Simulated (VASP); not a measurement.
Set up this calculation in VASP 6.6.1, as the native input.

- Task: single point
- Functional: PBE
- Dispersion: D3(BJ)
- Potentials or basis: VASP PAW PBE potentials, release 64 (Ga_d, N)
- Cutoff: 520 eV
- k mesh: 5 × 5 × 5
- Occupations: gaussian, width 0.01 eV
- Spin: no spin polarisation
- Dipole correction: no
- Further INCAR settings: ALGO = Normal; EDIFF = 1e-06; NBANDS = 16

The structure of GaN lies in POSCAR:

```
GaN
1.0
    0.0000000000      2.2535010000      2.2535010000
    2.2535010000      0.0000000000      2.2535010000
    2.2535010000      2.2535010000      0.0000000000
Ga N
1 1
Direct
    0.0000000000      0.0000000000      0.0000000000
    0.7500000000      0.7500000000      0.7500000000
```

One way to write it, as run:

INCAR

```
ALGO = Normal
EDIFF = 1E-6
ENCUT = 520
GGA = PE
ISIF = 2
ISMEAR = 0
IVDW = 12
LASPH = T
LCHARG = F
LREAL = F
LWAVE = F
NBANDS = 16
NELM = 80
PREC = Accurate
SIGMA = 0.01
```

KPOINTS

```
k-points
0
Gamma
  5 5 5
```

Potentials or basis: VASP PAW PBE potentials, release 64 (Ga_d, N).

Launch:

```bash
$ cat potpaw_PBE.64/Ga_d/POTCAR potpaw_PBE.64/N/POTCAR > POTCAR
$ mpirun -np 1 vasp_std > vasp.out
```

Results of the run:

The pressure is 1.3 GPa, the band gap on the k mesh is 1.72 eV and the dispersion energy per atom is -0.254 eV.

Caveat: the k points lie up to 0.48 Å⁻¹ apart.

Run time: 3.9 s on 1 thread of Intel(R) Xeon(R) Platinum 8488C (Sapphire Rapids), with other jobs on the host, peak memory 0.14 GiB.
